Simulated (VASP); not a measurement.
# Sc4Te (Im-3m) in VASP: further runs

The runs below take Sc4Te through single point, relaxation of cell and atoms, with PBE.

Program: VASP 6.6.1. These are calculated values, not measurements. Logs are shortened: lines on timing, memory, paths and dates and some standing lists are left out, and cuts for length are marked.

### 1 The cell of the first run

Symmetry: Im-3m, No. 229, cubic system. The conventional cell has a = 6.023 Å, b = 6.023 Å, c = 6.023 Å, α = 90.00°, β = 90.00°, γ = 90.00°. Within 3.4 Å of Sc (site symmetry -3m) lie 2 Te at 2.61 Å and 6 Sc at 3.01 Å. Te (site symmetry m-3m) has 8 Sc at 2.61 Å within 3.4 Å.

The cell was built from a structure type or drawn by symmetry, and may not be a known phase.

### 2 Single point, PBE

INCAR reads:

```
PREC = Accurate ; ENCUT = 520
EDIFF = 1E-6 ; ISMEAR = 0
SIGMA = 0.1 ; LREAL = False
LASPH = True ; NELM = 60
ALGO = Fast ; ISIF = 2
LWAVE = False ; LCHARG = False
GGA = PE ; NBANDS = 33
```

KPOINTS reads:

```
regular mesh
0
Gamma
  4 4 4
```

POSCAR reads:

```
Sc4Te
1.0
   -3.0116813700      3.0116813700      3.0116813700
    3.0116813700     -3.0116813700      3.0116813700
    3.0116813700      3.0116813700     -3.0116813700
Sc Te
4 1
Direct
    0.0000000000      0.0000000000      0.5000000000
    0.5000000000      0.0000000000      0.0000000000
    0.0000000000      0.5000000000      0.0000000000
    0.5000000000      0.5000000000      0.5000000000
    0.0000000000      0.0000000000      0.0000000000
```

Potentials or basis: VASP PAW PBE potentials, release 64 (Sc_sv, Te).

Started as:

```bash
cat potpaw_PBE.64/Sc_sv/POTCAR potpaw_PBE.64/Te/POTCAR > POTCAR
mpirun -np 1 vasp_std > vasp.out
```

OUTCAR:

```text
PREC = Accurate
   ENCUT = 520
   EDIFF = 1E-6
   ISMEAR = 0
   LREAL = False
   LASPH = True
   NELM = 60
   ISIF = 2
   GGA = PE

 ion  position               nearest neighbor table
   1  0.000  0.000  0.500-   5 2.61   5 2.61   4 3.01   2 3.01   3 3.01   3 3.01   2 3.01   4 3.01

   2  0.500  0.000  0.000-   5 2.61   5 2.61   4 3.01   1 3.01   4 3.01   3 3.01   1 3.01   3 3.01

   3  0.000  0.500  0.000-   5 2.61   5 2.61   4 3.01   1 3.01   2 3.01   1 3.01   4 3.01   2 3.01

   4  0.500  0.500  0.500-   5 2.61   5 2.61   3 3.01   1 3.01   2 3.01   3 3.01   1 3.01   2 3.01

   5  0.000  0.000  0.000-   1 2.61   2 2.61   3 2.61   4 2.61   1 2.61   3 2.61   2 2.61   4 2.61

  LATTYP: Found a body centered cubic cell.
 ALAT       =     6.0233627400

  Lattice vectors:

 A1 = (  -3.0116813700,   3.0116813700,   3.0116813700)
 A2 = (   3.0116813700,  -3.0116813700,   3.0116813700)
 A3 = (   3.0116813700,   3.0116813700,  -3.0116813700)

Analysis of symmetry for initial positions (statically):
=====================================================================
 Subroutine PRICEL returns:
 Original cell was already a primitive cell.

 Routine SETGRP: Setting up the symmetry group for a
 body centered cubic supercell.

 Subroutine GETGRP returns: Found 48 space group operations
 (whereof 48 operations were pure point group operations)
 out of a pool of 48 trial point group operations.

The static configuration has the point symmetry O_h .

Analysis of symmetry for dynamics (positions and initial velocities):
=====================================================================
 Subroutine PRICEL returns:
 Original cell was already a primitive cell.

 Routine SETGRP: Setting up the symmetry group for a
 body centered cubic supercell.

 Subroutine GETGRP returns: Found 48 space group operations
 (whereof 48 operations were pure point group operations)
 out of a pool of 48 trial point group operations.

The dynamic configuration has the point symmetry O_h .

 Subroutine INISYM returns: Found 48 space group operations
 (whereof 48 operations are pure point group operations),
 and found     1 'primitive' translations

----------------------------------------------------------------------------------------

                                     Primitive cell

  volume of cell :     109.2665

  direct lattice vectors                    reciprocal lattice vectors
    -3.011681370  3.011681370  3.011681370     0.000000000  0.166020219  0.166020219
     3.011681370 -3.011681370  3.011681370     0.166020219  0.000000000  0.166020219
     3.011681370  3.011681370 -3.011681370     0.166020219  0.166020219  0.000000000

  length of vectors
     5.216385149  5.216385149  5.216385149     0.234788045  0.234788045  0.234788045

  position of ions in fractional coordinates (direct lattice)
     0.000000000  0.000000000  0.500000000
     0.500000000  0.000000000  0.000000000
     0.000000000  0.500000000  0.000000000
     0.500000000  0.500000000  0.500000000
     0.000000000  0.000000000  0.000000000

  ion indices of the primitive-cell ions
   primitive index   ion index
                 1           1
                 2           2
                 3           3
                 4           4
                 5           5

----------------------------------------------------------------------------------------

 KPOINTS: regular mesh

Automatic generation of k-mesh.
 Grid dimensions read from file:
 generate k-points for:    4    4    4

 Generating k-lattice:

  Cartesian coordinates                     Fractional coordinates (reciprocal lattice)
     0.000000000  0.041505055  0.041505055     0.250000000  0.000000000  0.000000000
     0.041505055  0.000000000  0.041505055     0.000000000  0.250000000  0.000000000
     0.041505055  0.041505055  0.000000000     0.000000000  0.000000000  0.250000000

  Length of vectors
     0.058697011  0.058697011  0.058697011

  Shift w.r.t. Gamma in fractional coordinates (k-lattice)
     0.000000000  0.000000000  0.000000000

 Subroutine IBZKPT returns following result:
 ===========================================

 Found      8 irreducible k-points:

 Following reciprocal coordinates:
            Coordinates               Weight
  0.000000  0.000000  0.000000      1.000000
  0.250000  0.000000  0.000000     12.000000
  0.500000  0.000000  0.000000      6.000000
  0.250000  0.250000  0.000000     24.000000
  0.250000  0.250000  0.250000      2.000000
 -0.250000  0.250000  0.250000      6.000000
  0.500000  0.500000  0.250000     12.000000
  0.500000  0.500000  0.500000      1.000000
   k-points           NKPTS =      8   k-points in BZ     NKDIM =      8   number of bands    NBANDS=     33
   number of dos      NEDOS =    301   number of ions     NIONS =      5
   total plane-waves  NPLWV =  64000
   dimension x,y,z NGX =    40 NGY =   40 NGZ =   40
   dimension x,y,z NGXF=    80 NGYF=   80 NGZF=   80
   ions per type =               4   1
[... 49 lines left out ...]
 NGX is ok and might be reduce to    40
   NGX = 19   NGY = 19   NGZ = 19

 number of electron      50.0000010 magnetization

 Free energy of the ion-electron system (eV)
  ---------------------------------------------------
  ext. energy  EPLUGINS =         0.00000000
  ---------------------------------------------------
  free energy    TOTEN  =       -25.05627329 eV

  energy without entropy =      -24.98370369  energy(sigma->0) =      -25.01998849

 E-fermi :   5.9521     XC(G=0): -10.3674

 val. band max:        5.9399356880   @ k =  -0.2500   0.2500   0.2500
 cond. band min:       5.9855203513   @ k =   0.5000   0.5000   0.2500
 fundamental gap:      0.0455846632
 Fermi energy:         5.9521432305

 k-point     1 :       0.0000    0.0000    0.0000
  band No.  band energies     occupation
      1     -43.2605      2.00000
      2     -43.1443      2.00000
      3     -43.1443      2.00000
      4     -43.1443      2.00000
      5     -22.2804      2.00000
      6     -22.2804      2.00000
[... 25 lines left out ...]
     32       8.8159      0.00000
     33       9.3808      0.00000

 k-point     2 :       0.2500    0.0000    0.0000
  band No.  band energies     occupation
      1     -43.2433      2.00000
      2     -43.1612      2.00000
      3     -43.1455      2.00000
      4     -43.1446      2.00000
      5     -22.2725      2.00000
      6     -22.2578      2.00000
[... 25 lines left out ...]
     32       8.3802      0.00000
     33       8.8972      0.00000

 k-point     3 :       0.5000    0.0000    0.0000
  band No.  band energies     occupation
      1     -43.2022      2.00000
      2     -43.2020      2.00000
      3     -43.1467      2.00000
      4     -43.1449      2.00000
      5     -22.2649      2.00000
      6     -22.2379      2.00000
[... 25 lines left out ...]
     32       7.4874      0.00000
     33       8.2707      0.00000

 k-point     4 :       0.2500    0.2500    0.0000
  band No.  band energies     occupation
      1     -43.2142      2.00000
      2     -43.1737      2.00000
      3     -43.1732      2.00000
      4     -43.1346      2.00000
      5     -22.2906      2.00000
      6     -22.1408      2.00000
[... 25 lines left out ...]
     32       8.0086      0.00000
     33       8.2141      0.00000

 k-point     5 :       0.2500    0.2500    0.2500
  band No.  band energies     occupation
      1     -43.1755      2.00000
      2     -43.1736      2.00000
      3     -43.1736      2.00000
      4     -43.1736      2.00000
      5     -22.1462      2.00000
      6     -22.0669      2.00000
[... 25 lines left out ...]
     32       8.0206      0.00000
     33       8.0560      0.00000

 k-point     6 :      -0.2500    0.2500    0.2500
  band No.  band energies     occupation
      1     -43.2310      2.00000
      2     -43.1729      2.00000
      3     -43.1729      2.00000
      4     -43.1185      2.00000
      5     -22.3804      2.00000
      6     -22.1665      2.00000
[... 25 lines left out ...]
     32       8.0256      0.00000
     33       8.7639      0.00000

 k-point     7 :       0.5000    0.5000    0.2500
  band No.  band energies     occupation
      1     -43.2017      2.00000
      2     -43.2016      2.00000
      3     -43.1848      2.00000
      4     -43.1079      2.00000
      5     -22.4262      2.00000
      6     -22.1355      2.00000
[... 25 lines left out ...]
     32       8.1891      0.00000
     33       8.4325      0.00000

 k-point     8 :       0.5000    0.5000    0.5000
  band No.  band energies     occupation
      1     -43.2013      2.00000
      2     -43.2013      2.00000
      3     -43.2013      2.00000
      4     -43.0925      2.00000
      5     -22.5139      2.00000
      6     -22.1333      2.00000
[... 25 lines left out ...]
     32       8.3612      0.00000
     33       8.3627      0.00000

------------------------ aborting loop because EDIFF is reached ----------------------------------------

  FORCE on cell =-STRESS in cart. coord.  units (eV):
  Direction    XX          YY          ZZ          XY          YZ          ZX
  --------------------------------------------------------------------------------------
  -------------------------------------------------------------------------------------
  Total       15.9418556     15.9418556     15.9418556      0.0000000      0.0000000      0.0000000
  in kB      233.7557993    233.7557993    233.7557993      0.0000000      0.0000000      0.0000000
  external PRESSURE =     233.7557993 kB  Pullay stress =       0.0000000 kB

 VOLUME and BASIS-vectors are now :
 -----------------------------------------------------------------------------
  energy-cutoff  :      520.00
  volume of cell :      109.27
      direct lattice vectors                 reciprocal lattice vectors
    -3.011681370  3.011681370  3.011681370     0.000000000  0.166020219  0.166020219
     3.011681370 -3.011681370  3.011681370     0.166020219  0.000000000  0.166020219
     3.011681370  3.011681370 -3.011681370     0.166020219  0.166020219  0.000000000

 POSITION                                       TOTAL-FORCE (eV/Angst)
 -----------------------------------------------------------------------------------
      1.50584      1.50584     -1.50584        -0.000000      0.000000      0.000000
     -1.50584      1.50584      1.50584         0.000000     -0.000000     -0.000000
      1.50584     -1.50584      1.50584         0.000000     -0.000000      0.000000
      1.50584      1.50584      1.50584        -0.000000      0.000000     -0.000000
      0.00000      0.00000      0.00000         0.000000      0.000000     -0.000000
 -----------------------------------------------------------------------------------
    total drift:                                0.000000     -0.000000      0.000000

  FREE ENERGIE OF THE ION-ELECTRON SYSTEM (eV)
  ---------------------------------------------------
  free  energy   TOTEN  =       -25.0562732921 eV

  energy  without entropy=      -24.9837036877  energy(sigma->0) =      -25.01998849
```

Wall time 31 s (1 thread of Intel Xeon 6975P-C (Granite Rapids), shared host); peak memory 0.24 GiB.

Results:

| Quantity | Value |
| --- | --- |
| Free energy | -25.0563 eV |
| Pressure | 23.4 GPa |
| Band gap on the k mesh | zero (bands 25 and 26 overlap by 0.50 eV) |

Levels at points of the mesh, in eV from the Fermi level:
```tsv
k point	band 22	band 23	band 24	band 25	band 26	band 27	band 28	band 29
(0.00, 0.00, 0.00)	-1.99	-1.99	-0.51	-0.51	-0.37	-0.37	-0.37	2.08
(0.50, 0.00, 0.00)	-1.44	-0.62	-0.02	0.04	0.24	0.44	1.08	1.37
(0.50, 0.50, 0.50)	-0.79	-0.66	-0.66	-0.66	-0.06	-0.06	-0.06	1.48
```

Caveat: the k points lie up to 0.37 Å⁻¹ apart; spin-orbit coupling is left out, which moves the levels of the heavy elements.

### 3 Single point, PBE

This run uses another cell than the first one, of 29.01 Å³/atom.

INCAR reads:

```
PREC     = Accurate       # precision mode
ENCUT    = 520            # plane-wave cutoff, eV
EDIFF    = 1E-6           # SCF threshold, eV
ISMEAR   = 0              # smearing method
SIGMA    = 0.1            # smearing width, eV
LREAL    = F              # projectors in reciprocal space
LASPH    = T              # aspherical terms in the spheres
NELM     = 80             # most SCF steps
ALGO     = Normal         # electronic algorithm
ISIF     = 2              # what is computed and relaxed
LWAVE    = F              # write WAVECAR
LCHARG   = F              # write CHGCAR
GGA      = PE             # functional
NBANDS   = 33             # bands
```

KPOINTS reads:

```
Automatic mesh
0
Gamma
  4 4 4
```

Edit POSCAR of step 2 so:

```diff
@@ -2,5 +2,5 @@
 1.0
-   -3.0116813700      3.0116813700      3.0116813700
-    3.0116813700     -3.0116813700      3.0116813700
-    3.0116813700      3.0116813700     -3.0116813700
+   -3.3098529537      3.3098529537      3.3098529537
+    3.3098529537     -3.3098529537      3.3098529537
+    3.3098529537      3.3098529537     -3.3098529537
 Sc Te
```

Potentials or basis: VASP PAW PBE potentials, release 64 (Sc_sv, Te).

Started as:

```bash
cat potpaw_PBE.64/Sc_sv/POTCAR potpaw_PBE.64/Te/POTCAR > POTCAR
mpirun -np 1 vasp_std > vasp.out
```

Run time: 30 s. Hardware: 1 thread of Intel Xeon 6975P-C (Granite Rapids), shared host; peak memory 0.31 GiB.

The run converged. Its results:

| Item | Value |
| --- | --- |
| Free energy | -27.1395 eV |
| Pressure | 0.1 GPa |
| Band gap on the k mesh | zero (bands 25 and 26 overlap by 0.61 eV) |

Levels at points of the mesh, in eV from the Fermi level:
| k point | band 23 | band 24 | band 25 | band 26 | band 27 | band 28 |
| --- | --- | --- | --- | --- | --- | --- |
| (0.00, 0.00, 0.00) | -1.23 | -0.44 | -0.44 | -0.44 | -0.26 | -0.26 |
| (0.50, 0.00, 0.00) | -0.45 | -0.02 | 0.03 | 0.11 | 0.24 | 0.88 |
| (0.50, 0.50, 0.50) | -0.55 | -0.55 | -0.55 | 0.08 | 0.08 | 0.08 |

Caveat: spin-orbit coupling is left out, which moves the levels of the heavy elements.

### 4 Relaxation of cell and atoms, PBE

INCAR reads:

```
  PREC = Accurate
  ENCUT = 600
  EDIFF = 1E-6
  ISMEAR = 0
  SIGMA = 0.1
  LREAL = False
  LASPH = True
  NELM = 60
  ALGO = Fast
  ISIF = 3
  LWAVE = False
  LCHARG = False
  GGA = PE
  IBRION = 2
  NSW = 90
  EDIFFG = -0.04
```

KPOINTS reads:

```
regular mesh
0
Gamma
  4 4 4
```

Edit POSCAR of step 3 so:

```diff
@@ -2,5 +2,5 @@
 1.0
-   -3.3098529537      3.3098529537      3.3098529537
-    3.3098529537     -3.3098529537      3.3098529537
-    3.3098529537      3.3098529537     -3.3098529537
+   -3.0116813700      3.0116813700      3.0116813700
+    3.0116813700     -3.0116813700      3.0116813700
+    3.0116813700      3.0116813700     -3.0116813700
 Sc Te
```

Started as:

```bash
cat potpaw_PBE.64/Sc_sv/POTCAR potpaw_PBE.64/Te/POTCAR > POTCAR
mpirun -np 1 vasp_std > vasp.out
```

Wall time 4 min (1 thread of Intel Xeon 6975P-C (Granite Rapids), shared host); peak memory 0.28 GiB.

The run converged. Its results:

```yaml
Free_energy: -27.1320 eV
Relaxed_volume: 29.08 Å³/atom
Relaxed_cell: a = 5.737 Å, b = 5.737 Å, c = 5.737 Å, α = 109.47°, β = 109.47°, γ = 109.47°
Space_group_after_relaxing_to_0.1_Å: Im-3m (No. 229)
Energy_gained_by_relaxing: 414.9 meV/atom
Ionic_steps: 5
Pressure_after_relaxing: 0.0 GPa
Band_gap_on_the_k_mesh: zero (bands 25 and 26 overlap by 0.61 eV)
```

Step by step:
```csv
step,energy change (eV),largest force (eV/Å),pressure (GPa),volume (Å³)
1,0.0000,0.0000,23.41,109.27
2,-1.5381,0.0000,-4.31,167.94
3,-2.0220,0.0000,0.73,143.23
4,-2.0502,0.0000,-0.25,146.20
5,-2.0746,0.0000,-0.01,145.39
```

Final structure:
```
Sc Te
1.0
    -3.31250    3.31250    3.31250
     3.31250   -3.31250    3.31250
     3.31250    3.31250   -3.31250
Sc Te
4 1
Direct
  0.00000 0.00000 0.50000
  0.50000 0.00000 0.00000
  0.00000 0.50000 0.00000
  0.50000 0.50000 0.50000
  0.00000 0.00000 0.00000
```

Levels at points of the mesh, in eV from the Fermi level:
```csv
k point,band 22,band 23,band 24,band 25,band 26,band 27,band 28,band 29
"(0.00, 0.00, 0.00)",-1.22,-1.22,-0.44,-0.44,-0.44,-0.26,-0.26,1.55
"(0.50, 0.00, 0.00)",-1.18,-0.45,-0.03,0.03,0.11,0.24,0.88,0.94
"(0.50, 0.50, 0.50)",-0.76,-0.55,-0.55,-0.55,0.08,0.08,0.08,1.19
```

Caveat: the k points lie up to 0.34 Å⁻¹ apart in the final cell, too coarse for converged energies and pressures of a metal; the volume moved by over 15 % at a fixed basis, so the end points are rough; spin-orbit coupling is left out, which moves the levels of the heavy elements.

### 5 Single point, PBE, collinear spin

This run uses another cell than the first one, of 29.01 Å³/atom.

INCAR reads:

```
PREC = Accurate
ENCUT = 520
EDIFF = 1E-6
ISMEAR = 0
SIGMA = 0.1
LREAL = False
LASPH = True
NELM = 150
ALGO = Fast
ISIF = 2
LWAVE = False
LCHARG = False
ISPIN = 2
MAGMOM = 1 1 1 1 0
LORBIT = 11
LMAXMIX = 4
GGA = PE
NBANDS = 37
```

KPOINTS is that of step 4.

Edit POSCAR of step 4 so:

```diff
@@ -2,5 +2,5 @@
 1.0
-   -3.0116813700      3.0116813700      3.0116813700
-    3.0116813700     -3.0116813700      3.0116813700
-    3.0116813700      3.0116813700     -3.0116813700
+   -3.3098529537      3.3098529537      3.3098529537
+    3.3098529537     -3.3098529537      3.3098529537
+    3.3098529537      3.3098529537     -3.3098529537
 Sc Te
```

Started as:

```bash
cat potpaw_PBE.64/Sc_sv/POTCAR potpaw_PBE.64/Te/POTCAR > POTCAR
mpirun -np 1 vasp_std > vasp.out
```

Run time: 2 min. Hardware: 1 thread of Intel Xeon 6975P-C (Granite Rapids), shared host; peak memory 0.43 GiB.

Results (log left out):

| Quantity | Value |
| --- | --- |
| Free energy | -27.3293 eV |
| Pressure | 0.1 GPa |
| Net moment | 4.34 μB per cell |
| Site moments | Sc +0.69; Te +0.00 μB |
| Valence electrons inside the program's atomic spheres | Sc 9.38; Te 3.60 |

Levels at points of the mesh, in eV from the Fermi level:
Spin up:
```csv
k point,band 24,band 25,band 26,band 27,band 28,band 29,band 30,band 31
"(0.00, 0.00, 0.00)",-0.84,-0.84,-0.84,-0.63,-0.63,1.44,1.44,1.44
"(0.50, 0.00, 0.00)",-0.38,-0.22,-0.20,-0.17,0.54,0.69,0.71,1.04
"(0.50, 0.50, 0.50)",-0.80,-0.80,-0.36,-0.36,-0.36,1.07,1.07,1.07
```
Spin down:
| k point | band 21 | band 22 | band 23 | band 24 | band 25 | band 26 |
| --- | --- | --- | --- | --- | --- | --- |
| (0.00, 0.00, 0.00) | -2.78 | -0.97 | -0.97 | 0.15 | 0.15 | 0.15 |
| (0.50, 0.00, 0.00) | -1.20 | -0.94 | 0.09 | 0.36 | 0.48 | 0.57 |
| (0.50, 0.50, 0.50) | -0.51 | -0.51 | -0.15 | -0.15 | -0.15 | 0.78 |

Caveat: spin-orbit coupling is left out, which moves the levels of the heavy elements.

### 6 Summary

```tsv
task	spin	cell	cutoff (eV)	gap on the mesh (eV)	pressure (GPa)
single point	off	a = 5.216 Å, angles 109.5°, 5 atoms	520	none	23.4
single point	off	a = 5.733 Å, angles 109.5°, 5 atoms	520	none	0.1
relaxation of cell and atoms	off	relaxed from a = 5.216 Å, angles 109.5°, 5 atoms	600	none	0.0
single point	collinear	a = 5.733 Å, angles 109.5°, 5 atoms	520	none	0.1
```

Alike in all rows: level PBE; potentials or basis VASP PAW PBE potentials, release 64 (Sc_sv, Te); k mesh 4 × 4 × 4; smearing gaussian 0.1 eV.

Caveats: some runs use coarse meshes; spin-orbit coupling is left out, which moves the levels of the heavy elements; the volume moved by over 15 % at a fixed basis, so the end points are rough (at least some runs).

Total energies depend on the potentials used, so only differences within one code and one set of settings carry meaning.
